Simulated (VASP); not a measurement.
Wanted: the native input for a VASP 6.6.1 run.

```
Task                   : relaxation of cell and atoms
Functional             : PBE
Potentials or basis    : VASP PAW PBE potentials, release 64 (Si, As)
Cutoff                 : 600 eV
k mesh                 : 12 × 12 × 8
Occupations            : gaussian, width 0.1 eV
Spin                   : no spin polarisation
Dipole correction      : no
Further INCAR settings : ALGO = Normal; EDIFF = 1e-07; IBRION = 2; EDIFFG = -0.01; NSW = 100; ISIF = 3
```

The structure of Si3As2 lies in POSCAR:

```
Si3As2
1.0
    4.5287715518      0.0000000000      0.0000000000
   -2.2643857759      3.9220312118      0.0000000000
    0.0000000000      0.0000000000      5.3477986076
Si As
3 2
Direct
    0.0000000000      0.0000000000      0.0000000000
    0.3333333333      0.6666666667      0.7762909041
    0.6666666667      0.3333333333      0.2237090959
    0.3333333333      0.6666666667      0.2552858417
    0.6666666667      0.3333333333      0.7447141583
```

These files were run (other wordings do the same):

INCAR

```
PREC     = Accurate       # precision mode
ENCUT    = 600            # plane-wave cutoff, eV
EDIFF    = 1E-7           # SCF threshold, eV
ISMEAR   = 0              # smearing method
SIGMA    = 0.1            # smearing width, eV
LREAL    = F              # projectors in reciprocal space
LASPH    = T              # aspherical terms in the spheres
NELM     = 100            # most SCF steps
ALGO     = Normal         # electronic algorithm
ISIF     = 3              # what is computed and relaxed
LWAVE    = F              # write WAVECAR
LCHARG   = F              # write CHGCAR
GGA      = PE             # functional
IBRION   = 2              # ionic algorithm
NSW      = 100            # ionic steps
EDIFFG   = -0.01          # ionic threshold
```

KPOINTS

```
regular mesh
0
Gamma
  12 12 8
```

Potentials or basis: VASP PAW PBE potentials, release 64 (Si, As).

Launch:

```bash
$ cat potpaw_PBE.64/Si/POTCAR potpaw_PBE.64/As/POTCAR > POTCAR
$ mpirun -np 1 vasp_std > vasp.out
```

It gave:

| Property | Result |
| --- | --- |
| Relaxed volume | 18.90 Å³/atom |
| Relaxed cell | a = 4.520 Å, b = 4.520 Å, c = 5.341 Å, α = 90.00°, β = 90.00°, γ = 120.00° |
| Space group after relaxing (to 0.1 Å) | P-3m1 (No. 164) |
| Energy gained by relaxing | 0.1 meV/atom |
| Ionic steps | 5 |
| Pressure after relaxing | 0.0 GPa |
| Largest force after relaxing | 0.007 eV/Å |
| Band gap on the k mesh | zero (bands 11 and 12 overlap by 3.62 eV) |

Run time: 5.7 min on 1 thread of AMD EPYC 9R45 96-Core Processor (Zen 5), on a shared host, peak memory 0.37 GiB.
